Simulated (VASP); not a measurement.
# Sn (I4/mmm) in VASP: notebook

Runs on Sn. Level: r2SCAN. Tasks: single point.

Program: VASP 6.6.1. These are calculated values, not measurements. Logs are shortened: lines on timing, memory, paths and dates and some standing lists are left out, and cuts for length are marked.

## 1. The cell of the first run

The structure is tetragonal, space group I4/mmm (No. 139). Conventional cell: a = 3.732 Å, b = 3.732 Å, c = 3.789 Å, α = 90.00°, β = 90.00°, γ = 90.00°. Sn (site symmetry 4/mmm) has 14 Sn at 3.25 to 3.79 Å within 4.3 Å.

## 2. Single point, r2SCAN

Input file POSCAR:

```
Sn
1.0
   -1.8662322200      1.8662322200      1.8946520000
    1.8662322200     -1.8662322200      1.8946520000
    1.8662322200      1.8662322200     -1.8946520000
Sn
1
Direct
    0.0000000000      0.0000000000      0.0000000000
```

Input file INCAR.step1:

```
PREC = Accurate
ENCUT = 520
ISMEAR = -1
SIGMA = 0.1
LREAL = F
LASPH = T
NELM = 80
NBANDS = 13
GGA = PE
ALGO = Normal
EDIFF = 1E-4
LWAVE = T
LCHARG = F
```

Input file INCAR.step2:

```
PREC = Accurate
ENCUT = 520
EDIFF = 1E-7
ISMEAR = -1
SIGMA = 0.1
LREAL = F
LASPH = T
NELM = 80
ALGO = Normal
ISIF = 2
LWAVE = F
LCHARG = F
METAGGA = R2SCAN
LMIXTAU = T
NBANDS = 13
ISTART = 1
```

Input file KPOINTS:

```
regular mesh
0
Gamma
  13 13 13
```

Potentials or basis: VASP PAW PBE potentials, release 64 (Sn_d).

The run is started by

```console
$ cat potpaw_PBE.64/Sn_d/POTCAR > POTCAR
$ cp INCAR.step1 INCAR
$ mpirun -np 1 vasp_std > vasp.out
$ cp INCAR.step2 INCAR
$ mpirun -np 1 vasp_std > vasp.out
```

OUTCAR:

```text
PREC = Accurate
   ENCUT = 520
   EDIFF = 1E-7
   ISMEAR = -1
   LREAL = F
   LASPH = T
   NELM = 80
   ISIF = 2
   METAGGA = R2SCAN
   ISTART = 1

 ion  position               nearest neighbor table
   1  0.000  0.000  0.000-

  LATTYP: Found a body centered tetragonal cell.
 ALAT       =     3.7324644400
 C/A-ratio  =     1.0152284264

  Lattice vectors:

 A1 = (  -1.8662322200,   1.8662322200,   1.8946520000)
 A2 = (   1.8662322200,  -1.8662322200,   1.8946520000)
 A3 = (   1.8662322200,   1.8662322200,  -1.8946520000)

Analysis of symmetry for initial positions (statically):
=====================================================================
 Subroutine PRICEL returns:
 Original cell was already a primitive cell.

 Routine SETGRP: Setting up the symmetry group for a
 body centered tetragonal supercell.

 Subroutine GETGRP returns: Found 16 space group operations
 (whereof 16 operations were pure point group operations)
 out of a pool of 16 trial point group operations.

The static configuration has the point symmetry D_4h.

Analysis of symmetry for dynamics (positions and initial velocities):
=====================================================================
 Subroutine PRICEL returns:
 Original cell was already a primitive cell.

 Routine SETGRP: Setting up the symmetry group for a
 body centered tetragonal supercell.

 Subroutine GETGRP returns: Found 16 space group operations
 (whereof 16 operations were pure point group operations)
 out of a pool of 16 trial point group operations.

The dynamic configuration has the point symmetry D_4h.

 Subroutine INISYM returns: Found 16 space group operations
 (whereof 16 operations are pure point group operations),
 and found     1 'primitive' translations

----------------------------------------------------------------------------------------

                                     Primitive cell

  volume of cell :      26.3949

  direct lattice vectors                    reciprocal lattice vectors
    -1.866232220  1.866232220  1.894652000     0.000000000  0.267919498  0.263900706
     1.866232220 -1.866232220  1.894652000     0.267919498  0.000000000  0.263900706
     1.866232220  1.866232220 -1.894652000     0.267919498  0.267919498  0.000000000

  length of vectors
     3.248900060  3.248900060  3.248900060     0.376064409  0.376064409  0.378895388

  position of ions in fractional coordinates (direct lattice)
[... 77 lines left out ...]
   EDIFF  = 0.1E-06   stopping-criterion for ELM
   LREAL  =      F    real-space projection
   EDIFFG = 0.1E-05   stopping-criterion for IOM
   NSW    =      0    number of steps for IOM
   IBRION =     -1    ionic relax: 0-MD 1-quasi-New 2-CG
   NFREE  =      0    steps in history (QN), initial steepest desc. (CG)
   ISIF   =      2    stress and relaxation
   ISYM   =      2    0-nonsym 1-usesym 2-fastsym
   POTIM  = 0.5000    time-step for ionic-motion
   TEBEG  =    0.0;   TEEND  =   0.0 temperature during run
   PSTRESS=    0.0 pullay stress
   NELECT =      14.0000    total number of electrons
   NUPDOWN=      -1.0000    fix difference up-down
   EMIN   =  10.00;   EMAX   =-10.00  energy-range for DOS
   EFERMI =   0.00;   METHOD = LEGACY
   ISMEAR =    -1;   SIGMA  =   0.10  broadening in eV -4-tet -1-fermi 0-gaus
   EFERMI_NEDOS =   21; number of points for ismear=-14 and -15
   IALGO  =     38    algorithm
   IMIX   =      4    mixing-type and parameters
     AMIX     =   0.40;   BMIX     =  1.00
     AMIX_MAG =   1.60;   BMIX_MAG =  1.00
  volume/ion in A,a.u.               =      26.39       178.12
  Fermi-wavevector in a.u.,A,eV,Ry     =   1.325187  2.504241 23.893479  1.756121
  Thomas-Fermi vector in A             =   2.454667
   LORBIT       =      0    0 simple, 1 ext, 2 COOP (PROOUT), +10 PAW based schemes
   METAGGA = R2SCAN    functional components
   LHFCALC =     F    Hartree Fock is set to
   AEXX    =    0.0000 exact exchange contribution
   IVDW    =     0    specifies the selected vdW correction
   LEPSILON=     F    determine dielectric tensor
   LRPA    =     F    only Hartree local field effects (RPA)
 non-spin polarized calculation
  energy-cutoff  :      520.00
  volume of cell :       26.39
 maximum number of plane-waves:       727
   NGX = 13   NGY = 13   NGZ = 13

 number of electron      13.9999991 magnetization

 Free energy of the ion-electron system (eV)
  ---------------------------------------------------
  ext. energy  EPLUGINS =         0.00000000
  ---------------------------------------------------
  free energy    TOTEN  =       -24.50725784 eV

  energy without entropy =      -24.48660493  energy(sigma->0) =      -24.49693138

 E-fermi :   8.3669     XC(G=0): -11.4207

 val. band max:        8.3494309476   @ k =  -0.3846  -0.4615   0.0769
 cond. band min:       8.3770444747   @ k =   0.2308   0.1538  -0.0000
 fundamental gap:      0.0276135272
 Fermi energy:         8.3669104715

 k-point     1 :       0.0000    0.0000    0.0000
  band No.  band energies     occupation
      1     -13.8929      2.00000
      2     -13.8929      2.00000
      3     -13.8891      2.00000
      4     -13.7304      2.00000
      5     -13.7204      2.00000
      6      -3.4834      2.00000
      7      17.0534      0.00000
      8      17.1557      0.00000
      9      17.1557      0.00000
     10      21.2118      0.00000
     11      21.4426      0.00000
     12      21.4426      0.00000
     13      21.7379      0.00000
[... 354 lines left out ...]
  band No.  band energies     occupation
      1     -13.9236      2.00000
      2     -13.8506      2.00000
      3     -13.7449      2.00000
      4     -13.7390      2.00000
      5     -13.6554      2.00000
      6       1.7112      2.00000
      7       4.3651      2.00000
      8       9.7721      0.00000
      9      13.2785      0.00000
     10      18.3194      0.00000
     11      21.1275      0.00000
     12      22.5599      0.00000
     13      24.4984      0.00000

 [... further k-points ...]
[... 5 lines left out ...]
  --------------------------------------------------------------------------------------
  -------------------------------------------------------------------------------------
  Total        0.1622279      0.1622279      0.2825063      0.0000000      0.0000000      0.0000000
  in kB        9.8472562      9.8472562     17.1481735      0.0000000      0.0000000      0.0000000
  external PRESSURE =      12.2808953 kB  Pullay stress =       0.0000000 kB

 VOLUME and BASIS-vectors are now :
 -----------------------------------------------------------------------------
  energy-cutoff  :      520.00
  volume of cell :       26.39
      direct lattice vectors                 reciprocal lattice vectors
    -1.866232220  1.866232220  1.894652000     0.000000000  0.267919498  0.263900706
     1.866232220 -1.866232220  1.894652000     0.267919498  0.000000000  0.263900706
     1.866232220  1.866232220 -1.894652000     0.267919498  0.267919498  0.000000000

 POSITION                                       TOTAL-FORCE (eV/Angst)
 -----------------------------------------------------------------------------------
      0.00000      0.00000      0.00000        -0.000000      0.000000     -0.000000
 -----------------------------------------------------------------------------------
    total drift:                               -0.000000     -0.000000      0.000000

  FREE ENERGIE OF THE ION-ELECTRON SYSTEM (eV)
  ---------------------------------------------------
  free  energy   TOTEN  =       -24.5072578375 eV

  energy  without entropy=      -24.4866049252  energy(sigma->0) =      -24.49693138
```

OSZICAR.step1:

```text
N       E                     dE             d eps       ncg     rms          rms(c)
DAV:   1     0.804823018698E+02    0.80482E+02   -0.71655E+03  5256   0.162E+03
DAV:   2     0.180838304377E+01   -0.78674E+02   -0.76178E+02  5381   0.341E+02
DAV:   3    -0.367253014039E+01   -0.54809E+01   -0.54588E+01  6125   0.728E+01
DAV:   4    -0.378480118398E+01   -0.11227E+00   -0.11225E+00  5989   0.111E+01
DAV:   5    -0.378865874761E+01   -0.38576E-02   -0.38575E-02  6663   0.202E+00    0.140E+00
DAV:   6    -0.377828046692E+01    0.10378E-01   -0.10484E-02  6455   0.180E+00    0.775E-01
DAV:   7    -0.377478830743E+01    0.34922E-02   -0.68331E-03  6380   0.139E+00    0.103E-01
DAV:   8    -0.377464563930E+01    0.14267E-03   -0.66359E-04  6241   0.430E-01    0.235E-02
DAV:   9    -0.377464531753E+01    0.32178E-06   -0.89099E-06  3318   0.423E-02
   1 F= -.37746453E+01 E0= -.37640469E+01  d E =-.211969E-01
```

It took 2.1 min on 1 thread of AMD EPYC 9R45 (Zen 5), shared host; peak memory 0.16 GiB.

What came out:

```yaml
Free_energy: -24.5073 eV
Pressure: 1.2 GPa
Band_gap_on_the_k_mesh: zero (band 7 reaches 17.05 eV, above the bottom of band 8 at 5.81 eV)
```

Caveat: the PAW data sets were made with another functional, which shifts forces and pressure a little; spin-orbit coupling is left out, which moves the levels of the heavy elements.

## 3. Single point, r2SCAN

This run uses another cell than the first one, of 28.03 Å³/atom, 1.062 times its volume.

Input file POSCAR:

```
Sn
1.0
   -1.9230717800      1.9230717800      1.8946520000
    1.9230717800     -1.9230717800      1.8946520000
    1.9230717800      1.9230717800     -1.8946520000
Sn
1
Direct
    0.0000000000      0.0000000000      0.0000000000
```

Input file INCAR.step1:

```
  ALGO = Normal
  EDIFF = 1E-4
  ENCUT = 520
  GGA = PE
  ISMEAR = -1
  LASPH = T
  LCHARG = F
  LREAL = F
  LWAVE = T
  NBANDS = 13
  NELM = 80
  PREC = Accurate
  SIGMA = 0.1
```

Input file INCAR.step2:

```
  ALGO = Normal
  EDIFF = 1E-7
  ENCUT = 520
  ISIF = 2
  ISMEAR = -1
  ISTART = 1
  LASPH = T
  LCHARG = F
  LMIXTAU = T
  LREAL = F
  LWAVE = F
  METAGGA = R2SCAN
  NBANDS = 13
  NELM = 80
  PREC = Accurate
  SIGMA = 0.1
```

Input file KPOINTS:

```
k-points
0
Gamma
  13 13 13
```

Potentials or basis: VASP PAW PBE potentials, release 64 (Sn_d).

The run is started by

```console
$ cat potpaw_PBE.64/Sn_d/POTCAR > POTCAR
$ cp INCAR.step1 INCAR
$ mpirun -np 1 vasp_std > vasp.out
$ cp INCAR.step2 INCAR
$ mpirun -np 1 vasp_std > vasp.out
```

Run time: 3.5 min. Hardware: 1 thread of AMD EPYC 9R45 (Zen 5), shared host; peak memory 0.18 GiB.

Results (log left out):

- Free energy: -24.5044 eV
- Pressure: -1.8 GPa
- Band gap on the k mesh: zero (band 7 reaches 15.76 eV, above the bottom of band 8 at 5.29 eV)

Stress tensor (GPa, compression positive):
```
-1.57  0.00  0.00
 0.00 -1.57  0.00
 0.00  0.00 -2.13
```

Levels at points of the mesh, in eV from the Fermi level:
| k point | band 3 | band 4 | band 5 | band 6 | band 7 | band 8 | band 9 | band 10 | band 11 | band 12 |
| --- | --- | --- | --- | --- | --- | --- | --- | --- | --- | --- |
| (0.00, 0.00, 0.00) | -22.21 | -22.08 | -22.07 | -11.38 | 8.13 | 8.13 | 8.24 | 12.82 | 12.83 | 12.83 |

Caveat: the PAW data sets were made with another functional, which shifts forces and pressure a little; spin-orbit coupling is left out, which moves the levels of the heavy elements.

[end of part 1 of 2]
